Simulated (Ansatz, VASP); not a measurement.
Te2Mo: VASP beside Ansatz

```
Te Mo
1.0
     0.00000    3.34113    3.34113
     3.34113    0.00000    3.34113
     3.34113    3.34113    0.00000
Te Mo
2 1
Cartesian
  1.6706 1.6706 1.6706
  5.0117 5.0117 5.0117
  0.0000 0.0000 0.0000
```

Alike in both runs: task relaxation of cell and atoms; functional PBE; k mesh 12 × 12 × 12; occupations gaussian, width 0.1 eV; collinear spin.

```csv
,VASP,Ansatz
version,VASP 6.6.1,Ansatz 0.2.0
potentials or method,"VASP PAW PBE potentials, release 64 (Te, Mo_sv), cutoff 600 eV","scalar-relativistic, plane waves, PAW"
valence electrons in the cell,26,46
```

|  | VASP | Ansatz | Ansatz less VASP |
| --- | --- | --- | --- |
| gap on the k mesh at the Fermi level, each at its own relaxed structure (eV) | none | none | - |
| net moment per atom (μB) | 0.54 | 0.55 | +0.004 |
| size of the moment on the site where the two differ most (μB) | 1.35 | 1.30 | -0.051 |
| relaxed volume (Å³/atom) | 25.44 | 25.46 | +0.026 |
| relaxed length of the cell vector where the two differ most in proportion (Å) | 4.761 | 4.763 | +0.0016 |

Site moments also hang on the region over which each program counts them. A gap of «none» marks a metal or a gap that the smearing closes. VASP's potentials hold 26 valence electrons a cell and Ansatz's 46, so a difference there can come from the potentials and not from the codes.

Spin-orbit coupling is off throughout.
